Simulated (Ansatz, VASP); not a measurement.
One calculation of TiO2, two programs

```
Ti O
1.0
    -1.89961    1.89961    4.84845
     1.89961   -1.89961    4.84845
     1.89961    1.89961   -4.84845
Ti O
2 4
Direct
  0.00000 0.00000 0.00000
  0.75000 0.25000 0.50000
  0.20651 0.20651 0.00000
  0.95651 0.45651 0.50000
  0.54349 0.04349 0.50000
  0.79349 0.79349 0.00000
```

Alike in both runs: functional PBE; k mesh 10 × 10 × 10; occupations gaussian, width 0.02 eV; no spin polarisation.

Ansatz relaxed the structure, and its values are those at the end. VASP's run is a single point on that final structure, the one shown.

|  | VASP | Ansatz |
| --- | --- | --- |
| version | VASP 6.6.1 | Ansatz 0.2.0 |
| potentials or method | VASP PAW PBE potentials, release 64 (Ti_sv, O), cutoff 520 eV | scalar-relativistic, plane waves, PAW |
| valence electrons in the cell | 48 | 48 |

Ansatz gave:

* gap on the k mesh at the Fermi level (eV): 2.13
* least direct gap on the mesh (eV): 2.43
* pressure (GPa): 0.0
* rms of the force components (eV/Å): 0.000

Task: What did VASP give for the same quantities?

Result: gap on the k mesh at the Fermi level (eV): 2.11; least direct gap on the mesh (eV): 2.41; pressure (GPa): 0.7; rms of the force components (eV/Å): 0.008.
